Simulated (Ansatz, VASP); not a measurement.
**One calculation of CaF2, two programs**

POSCAR

```
CaF2
1.0
    0.0000000000      2.7195928860      2.7195928860
    2.7195928860      0.0000000000      2.7195928860
    2.7195928860      2.7195928860      0.0000000000
Ca F
1 2
Direct
    0.0000000000      0.0000000000      0.0000000000
    0.2500000000      0.2500000000      0.2500000000
    0.7500000000      0.7500000000      0.7500000000
```

INCAR.step1

```
SYSTEM = CaF2
PREC = Accurate ; ENCUT = 580
EDIFF = 1E-5 ; ISMEAR = 0
SIGMA = 0.01 ; LREAL = .FALSE.
LASPH = .TRUE. ; NELM = 120
ALGO = Normal ; ISIF = 2
LWAVE = .TRUE. ; LCHARG = .FALSE.
GGA = PE ; NBANDS = 19
GGA_COMPAT = .FALSE. ; KPAR = 4
```

The input INCAR.step2:

```
SYSTEM = CaF2
PREC = Accurate ; ENCUT = 580
EDIFF = 1E-6 ; ISMEAR = 0
SIGMA = 0.01 ; LREAL = .FALSE.
LASPH = .TRUE. ; NELM = 120
ALGO = Normal ; ISIF = 2
LWAVE = .FALSE. ; LCHARG = .FALSE.
METAGGA = R2SCAN ; LHFCALC = .TRUE.
AEXX = 0.1 ; LMIXTAU = .TRUE.
PRECFOCK = Normal ; ISTART = 1
NBANDS = 19 ; GGA_COMPAT = .FALSE.
KPAR = 4
```

File KPOINTS:

```
regular mesh
0
G
  6 6 6
  0 0 0
```

Input for Ansatz:

```yaml
crystal:
  lattice:
    - [0.0, 2.719592886, 2.719592886]
    - [2.719592886, 0.0, 2.719592886]
    - [2.719592886, 2.719592886, 0.0]
  atoms:
    - { symbol: Ca, position: [0.0, 0.0, 0.0] }
    - { symbol: F, position: [0.25, 0.25, 0.25] }
    - { symbol: F, position: [0.75, 0.75, 0.75] }
kpoints:
  mp_grid: { grid: [6, 6, 6] }
  band_path:
    path:
      - [0.0, 0.0, 0.0]
      - [0.5, 0.0, 0.5]
      - [0.625, 0.25, 0.625]
      - [0.375, 0.375, 0.75]
      - [0.5, 0.5, 0.5]
      - [0.5, 0.25, 0.75]
      - [0.0, 0.5, 0.5]
    npoints: 1
hamiltonian:
  xc: r2scanh
scf:
  occupations: { method: fixed }
  n_extra_bands: 4
output:
  forces: true
  stress: true
  eigenvalues: true
```

Alike in both runs: task single point; functional r2SCANh; k mesh 6 × 6 × 6; no spin polarisation.

|  | VASP | Ansatz |
| --- | --- | --- |
| version | VASP 6.6.1 | Ansatz 0.2.0 |
| potentials or method | VASP PAW PBE potentials, release 64 (Ca_sv, F) | plane waves, PAW |
| plane-wave cutoff (eV) | 580 | 500 |
| occupations | gaussian, width 0.01 eV | fixed |
| valence electrons in the cell | 24 | 24 |

```csv
,VASP,Ansatz,Ansatz less VASP
gap on the k mesh at the Fermi level (eV),9.04,9.05,+0.012
pressure (GPa),0.2,-0.4,-0.55
```

VASP's potentials were made for PBE, not for r2SCANh. Ansatz's warnings: stress exchange threshold loose, stress scf threshold loose.
